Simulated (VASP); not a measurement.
# Si3O7 in VASP: single point with PBE

Aim: the single point of Si3O7 with PBE.

Program: VASP 6.6.1. These are calculated values, not measurements. Logs are shortened: lines on timing, memory, paths and dates and some standing lists are left out, and cuts for length are marked.

## (1) The cell of the first run

The cell holds a slab with vacuum, 20 atoms: a = 5.027 Å, b = 5.027 Å, c = 26.068 Å, α = 90.00°, β = 90.00°, γ = 90.00°.

## (2) Single point, PBE

INCAR

```
ALGO = Normal ; DIPOL = 0.5 0.5 0.500
EDIFF = 1E-6 ; ENCUT = 520
GGA = PE ; IDIPOL = 3
ISIF = 2 ; ISMEAR = 0
LASPH = T ; LCHARG = F
LDIPOL = T ; LREAL = Auto
LWAVE = F ; NBANDS = 70
NELM = 60 ; PREC = Accurate
SIGMA = 0.05
```

KPOINTS

```
k-points
0
Gamma
  5 5 1
```

POSCAR

```
Si3O7
1.0
    5.0267385392      0.0000000000      0.0000000000
    0.0000000000      5.0267385392      0.0000000000
    0.0000000000      0.0000000000     26.0681720115
O Si
14 6
Direct
    0.6560146893      0.0483851247      0.2680121589
    0.3439853107      0.9516148753      0.2680121589
    0.4144226557      0.2466124412      0.3585159880
    0.5855773443      0.7533875588      0.3585159880
    0.2495360784      0.5894964692      0.4289074582
    0.7504639216      0.4105035308      0.4289074582
    0.9096165520      0.7499999994      0.4999999994
    0.0903834480      0.2500000006      0.4999999994
    0.7504639180      0.0894964634      0.5710925396
    0.2495360820      0.9105035366      0.5710925396
    0.4144226787      0.2533875533      0.6414840125
    0.5855773213      0.7466124467      0.6414840125
    0.3439853429      0.5483851079      0.7319878438
    0.6560146571      0.4516148921      0.7319878438
    0.5000000000      0.0000000000      0.3219885759
    0.5000000000      0.5000000000      0.3934843385
    0.0000000000      0.5000000000      0.4645228471
    0.0000000000      0.0000000000      0.5354771518
    0.5000000000      0.0000000000      0.6065156611
    0.5000000000      0.5000000000      0.6780114249
```

Potentials or basis: VASP PAW PBE potentials, release 64 (O, Si).

On the command line:

```
$ cat potpaw_PBE.64/O/POTCAR potpaw_PBE.64/Si/POTCAR > POTCAR
$ mpirun -np 1 vasp_std > vasp.out
```

OUTCAR:

```text
EDIFF = 1E-6
   ENCUT = 520
   GGA = PE
   ISIF = 2
   ISMEAR = 0
   LASPH = T
   LREAL = Auto
   NELM = 60
   PREC = Accurate

 ion  position               nearest neighbor table
   1  0.656  0.048  0.268-  15 1.63   2 1.64
   2  0.344  0.952  0.268-  15 1.63   1 1.64
   3  0.414  0.247  0.359-  15 1.62  16 1.62
   4  0.586  0.753  0.359-  15 1.62  16 1.62
   5  0.250  0.589  0.429-  17 1.62  16 1.62
   6  0.750  0.411  0.429-  17 1.62  16 1.62
   7  0.910  0.750  0.500-  17 1.63  18 1.63
   8  0.090  0.250  0.500-  17 1.63  18 1.63
   9  0.750  0.089  0.571-  18 1.62  19 1.62
  10  0.250  0.911  0.571-  18 1.62  19 1.62
  11  0.414  0.253  0.641-  20 1.62  19 1.62
  12  0.586  0.747  0.641-  20 1.62  19 1.62
  13  0.344  0.548  0.732-  20 1.63  14 1.64
  14  0.656  0.452  0.732-  20 1.63  13 1.64
  15  0.500  0.000  0.322-   3 1.62   4 1.62   1 1.63   2 1.63  16 3.13  16 3.13
  16  0.500  0.500  0.393-   3 1.62   4 1.62   5 1.62   6 1.62  17 3.12  17 3.12  15 3.13  15 3.13

  17  0.000  0.500  0.465-   5 1.62   6 1.62   7 1.63   8 1.63  18 3.12  18 3.12  16 3.12  16 3.12

  18  0.000  0.000  0.535-   9 1.62  10 1.62   7 1.63   8 1.63  17 3.12  17 3.12  19 3.12  19 3.12

  19  0.500  0.000  0.607-  11 1.62  12 1.62   9 1.62  10 1.62  18 3.12  18 3.12  20 3.13  20 3.13

  20  0.500  0.500  0.678-  11 1.62  12 1.62  13 1.63  14 1.63  19 3.13  19 3.13

  LATTYP: Found a simple tetragonal cell.
 ALAT       =     5.0267385392
 C/A-ratio  =     5.1859017150

  Lattice vectors:

 A1 = (   5.0267385392,   0.0000000000,   0.0000000000)
 A2 = (   0.0000000000,   5.0267385392,   0.0000000000)
 A3 = (   0.0000000000,   0.0000000000,  26.0681720115)

Analysis of symmetry for initial positions (statically):
=====================================================================
 Subroutine PRICEL returns:
 Original cell was already a primitive cell.

 Routine SETGRP: Setting up the symmetry group for a
 simple tetragonal supercell.

 Subroutine GETGRP returns: Found  4 space group operations
 (whereof  2 operations were pure point group operations)
 out of a pool of 16 trial point group operations.

The static configuration has the point symmetry C_2 .
 The point group associated with its full space group is D_2 .

Analysis of symmetry for dynamics (positions and initial velocities):
=====================================================================
 Subroutine PRICEL returns:
 Original cell was already a primitive cell.

 Routine SETGRP: Setting up the symmetry group for a
 simple tetragonal supercell.

 Subroutine GETGRP returns: Found  4 space group operations
 (whereof  2 operations were pure point group operations)
 out of a pool of 16 trial point group operations.

The dynamic configuration has the point symmetry C_2 .
 The point group associated with its full space group is D_2 .

 Subroutine INISYM returns: Found  4 space group operations
 (whereof  2 operations are pure point group operations),
 and found     1 'primitive' translations

----------------------------------------------------------------------------------------

                                     Primitive cell

  volume of cell :     658.6932

  direct lattice vectors                    reciprocal lattice vectors
     5.026738539  0.000000000  0.000000000     0.198936148  0.000000000  0.000000000
     0.000000000  5.026738539  0.000000000     0.000000000  0.198936148  0.000000000
     0.000000000  0.000000000 26.068172011     0.000000000  0.000000000  0.038360956

  length of vectors
     5.026738539  5.026738539 26.068172011     0.198936148  0.198936148  0.038360956

  position of ions in fractional coordinates (direct lattice)
     0.656014689  0.048385125  0.268012159
     0.343985311  0.951614875  0.268012159
     0.414422656  0.246612441  0.358515988
     0.585577344  0.753387559  0.358515988
     0.249536078  0.589496469  0.428907458
     0.750463922  0.410503531  0.428907458
[... 12 lines left out ...]
     0.500000000  0.000000000  0.606515661
     0.500000000  0.500000000  0.678011425

  ion indices of the primitive-cell ions
   primitive index   ion index
                 1           1
                 2           2
                 3           3
                 4           4
                 5           5
                 6           6
[... 12 lines left out ...]
                19          19
                20          20

----------------------------------------------------------------------------------------

 KPOINTS: k-points

Automatic generation of k-mesh.
 Grid dimensions read from file:
 generate k-points for:    5    5    1

 Generating k-lattice:

  Cartesian coordinates                     Fractional coordinates (reciprocal lattice)
     0.039787230  0.000000000  0.000000000     0.200000000  0.000000000  0.000000000
     0.000000000  0.039787230  0.000000000     0.000000000  0.200000000  0.000000000
     0.000000000  0.000000000  0.038360956     0.000000000  0.000000000  1.000000000

  Length of vectors
     0.039787230  0.039787230  0.038360956

  Shift w.r.t. Gamma in fractional coordinates (k-lattice)
     0.000000000  0.000000000  0.000000000

 Subroutine IBZKPT returns following result:
 ===========================================

 Found      9 irreducible k-points:

 Following reciprocal coordinates:
            Coordinates               Weight
  0.000000  0.000000  0.000000      1.000000
  0.200000  0.000000  0.000000      2.000000
  0.000000  0.200000  0.000000      2.000000
  0.400000  0.000000  0.000000      2.000000
  0.000000  0.400000  0.000000      2.000000
  0.200000  0.200000  0.000000      4.000000
  0.400000  0.200000  0.000000      4.000000
 -0.200000  0.400000  0.000000      4.000000
  0.400000  0.400000  0.000000      4.000000
   k-points           NKPTS =      9   k-points in BZ     NKDIM =      9   number of bands    NBANDS=     70
   number of dos      NEDOS =    301   number of ions     NIONS =     20
   total plane-waves  NPLWV = 313600
   dimension x,y,z NGX =    40 NGY =   40 NGZ =  196
   dimension x,y,z NGXF=    80 NGYF=   80 NGZF=  392
   ions per type =              14   6
   NGX,Y,Z   is equivalent  to a cutoff of  13.23, 13.23, 12.50 a.u.
   NGXF,Y,Z  is equivalent  to a cutoff of  26.46, 26.46, 25.00 a.u.
 SYSTEM =  unknown system
   PREC   = accura    normal or accurate (medium, high low for compatibility)
   ISTART =      0    job   : 0-new  1-cont  2-samecut
   ICHARG =      2    charge: 1-file 2-atom 10-const
   ISPIN  =      1    spin polarized calculation?
   LNONCOLLINEAR =      F non collinear calculations
   LSORBIT =      F    spin-orbit coupling
   LASPH  =      T    aspherical Exc in radial PAW
   ENCUT  =  520.0 eV  38.22 Ry    6.18 a.u.   9.35  9.35 48.47*2*pi/ulx,y,z
   NELM   =     60;   NELMIN=  2; NELMDL= -5     # of ELM steps
   EDIFF  = 0.1E-05   stopping-criterion for ELM
   LREAL  =      T    real-space projection
   EDIFFG = 0.1E-04   stopping-criterion for IOM
   NSW    =      0    number of steps for IOM
   IBRION =     -1    ionic relax: 0-MD 1-quasi-New 2-CG
   NFREE  =      0    steps in history (QN), initial steepest desc. (CG)
   ISIF   =      2    stress and relaxation
   ISYM   =      2    0-nonsym 1-usesym 2-fastsym
   POTIM  = 0.5000    time-step for ionic-motion
   TEBEG  =    0.0;   TEEND  =   0.0 temperature during run
   PSTRESS=    0.0 pullay stress
   NELECT =     108.0000    total number of electrons
   NUPDOWN=      -1.0000    fix difference up-down
   EMIN   =  10.00;   EMAX   =-10.00  energy-range for DOS
   EFERMI =   0.00;   METHOD = LEGACY
   ISMEAR =     0;   SIGMA  =   0.05  broadening in eV -4-tet -1-fermi 0-gaus
   EFERMI_NEDOS =   21; number of points for ismear=-14 and -15
   IALGO  =     38    algorithm
   IMIX   =      4    mixing-type and parameters
     AMIX     =   0.40;   BMIX     =  1.00
     AMIX_MAG =   1.60;   BMIX_MAG =  1.00
  volume/ion in A,a.u.               =      32.93       222.25
  Fermi-wavevector in a.u.,A,eV,Ry     =   0.896028  1.693248 10.923663  0.802867
  Thomas-Fermi vector in A             =   2.018435
   LORBIT       =      0    0 simple, 1 ext, 2 COOP (PROOUT), +10 PAW based schemes
   GGA     = PE    functional components
   LHFCALC =     F    Hartree Fock is set to
   AEXX    =    0.0000 exact exchange contribution
   IVDW    =     0    specifies the selected vdW correction
   LEPSILON=     F    determine dielectric tensor
   LRPA    =     F    only Hartree local field effects (RPA)
 non-spin polarized calculation
 Gauss-broadening in eV      SIGMA  =   0.05
  energy-cutoff  :      520.00
  volume of cell :      658.69
 maximum number of plane-waves:     17771
 NGX is ok and might be reduce to    40
   NGX = 19   NGY = 19   NGZ = 97

 dipolmoment           0.000000      0.000000      0.000000 electrons x Angstroem

 number of electron     107.9999986 magnetization

 dipolmoment           0.000000      0.000000     -0.000000 electrons x Angstroem

 Free energy of the ion-electron system (eV)
  ---------------------------------------------------
  ext. energy  EPLUGINS =         0.00000000
  ---------------------------------------------------
  free energy    TOTEN  =      -146.28213447 eV

  energy without entropy =     -146.28213447  energy(sigma->0) =     -146.28213447

 E-fermi :  -3.4623     XC(G=0):  -4.2429

 val. band max:       -3.7880390535   @ k =   0.4000   0.0000   0.0000
 cond. band min:      -1.3650307351   @ k =   0.4000   0.0000   0.0000
 fundamental gap:      2.4230083183
 Fermi energy:        -3.4623059468

 k-point     1 :       0.0000    0.0000    0.0000
  band No.  band energies     occupation
      1     -25.2331      2.00000
      2     -25.0192      2.00000
      3     -24.7585      2.00000
      4     -24.4927      2.00000
      5     -24.1563      2.00000
      6     -23.7450      2.00000
[... 58 lines left out ...]
     65       3.6016      0.00000
     66       3.9939      0.00000

 k-point     2 :       0.2000    0.0000    0.0000
  band No.  band energies     occupation
      1     -25.1669      2.00000
      2     -24.9878      2.00000
      3     -24.7722      2.00000
      4     -24.4534      2.00000
      5     -24.2076      2.00000
      6     -23.7828      2.00000
[... 58 lines left out ...]
     65       3.7313      0.00000
     66       3.7348      0.00000

 k-point     3 :       0.0000    0.2000    0.0000
  band No.  band energies     occupation
      1     -25.1623      2.00000
      2     -24.9646      2.00000
      3     -24.7256      2.00000
      4     -24.5414      2.00000
      5     -24.1251      2.00000
      6     -23.7858      2.00000
[... 403 lines left out ...]
     65       3.3373      0.00000
     66       3.3952      0.00000

 k-point     9 :       0.4000    0.4000    0.0000
  band No.  band energies     occupation
      1     -24.7489      2.00000
      2     -24.7342      2.00000
      3     -24.6404      2.00000
      4     -24.4945      2.00000
      5     -24.3249      2.00000
      6     -24.1854      2.00000
[... 58 lines left out ...]
     65       3.3483      0.00000
     66       3.5362      0.00000
 [bands above 66 left out]

------------------------ aborting loop because EDIFF is reached ----------------------------------------

 vacuum level on the upper side and lower side of the slab       (xc-potential included)        -0.005        -0.005

  FORCE on cell =-STRESS in cart. coord.  units (eV):
  Direction    XX          YY          ZZ          XY          YZ          ZX
  --------------------------------------------------------------------------------------
  -------------------------------------------------------------------------------------
  Total        1.2244201      0.1811633      0.6868626      0.0000000      0.0000000      0.0000000
  in kB        2.9782273      0.4406539      1.6706954      0.0000000      0.0000000      0.0000000
  external PRESSURE =       1.6965255 kB  Pullay stress =       0.0000000 kB

 VOLUME and BASIS-vectors are now :
 -----------------------------------------------------------------------------
  energy-cutoff  :      520.00
  volume of cell :      658.69
      direct lattice vectors                 reciprocal lattice vectors
     5.026738539  0.000000000  0.000000000     0.198936148  0.000000000  0.000000000
     0.000000000  5.026738539  0.000000000     0.000000000  0.198936148  0.000000000
     0.000000000  0.000000000 26.068172011     0.000000000  0.000000000  0.038360956

 POSITION                                       TOTAL-FORCE (eV/Angst)
 -----------------------------------------------------------------------------------
      3.29761      0.24322      6.98659         0.155360      0.050835     -0.104962
      1.72912      4.78352      6.98659        -0.155360     -0.050835     -0.104962
      2.08319      1.23966      9.34586         0.008800     -0.009624     -0.006533
      2.94354      3.78708      9.34586        -0.008800      0.009624     -0.006533
      1.25435      2.96324     11.18083         0.000576     -0.008120     -0.000962
      3.77239      2.06349     11.18083        -0.000576      0.008120     -0.000962
[... 12 lines left out ...]
      2.51337      0.00000     15.81075         0.000000      0.000000     -0.005108
      2.51337      2.51337     17.67452         0.000000      0.000000     -0.161175
 -----------------------------------------------------------------------------------
    total drift:                               -0.000000     -0.000000     -0.000042

  FREE ENERGIE OF THE ION-ELECTRON SYSTEM (eV)
  ---------------------------------------------------
  free  energy   TOTEN  =      -146.2821344665 eV

  energy  without entropy=     -146.2821344665  energy(sigma->0) =     -146.28213447

 vacuum level on the upper side and lower side of the slab         4.530         4.530
```

Wall time 22 min (1 thread of AMD EPYC 7R13, shared host); peak memory 0.72 GiB.

Results:

| Item | Value |
| --- | --- |
| Free energy | -146.2821 eV |
| Largest force | 0.194 eV/Å |
| Band gap on the k mesh | 2.42 eV |

Forces in eV/Å, atoms in the order of the input:
```
O    0.155  0.051 -0.105
O   -0.155 -0.051 -0.105
O    0.009 -0.010 -0.007
O   -0.009  0.010 -0.007
O    0.001 -0.008 -0.001
O   -0.001  0.008 -0.001
O    0.008  0.000  0.000
O   -0.008  0.000  0.000
O   -0.001 -0.008  0.001
O    0.001  0.008  0.001
O    0.009  0.010  0.007
O   -0.009 -0.010  0.007
O   -0.155  0.051  0.105
O    0.155 -0.051  0.105
Si   0.000  0.000  0.161
Si   0.000  0.000  0.005
Si   0.000  0.000 -0.003
Si   0.000  0.000  0.003
Si   0.000  0.000 -0.005
Si   0.000  0.000 -0.161
```
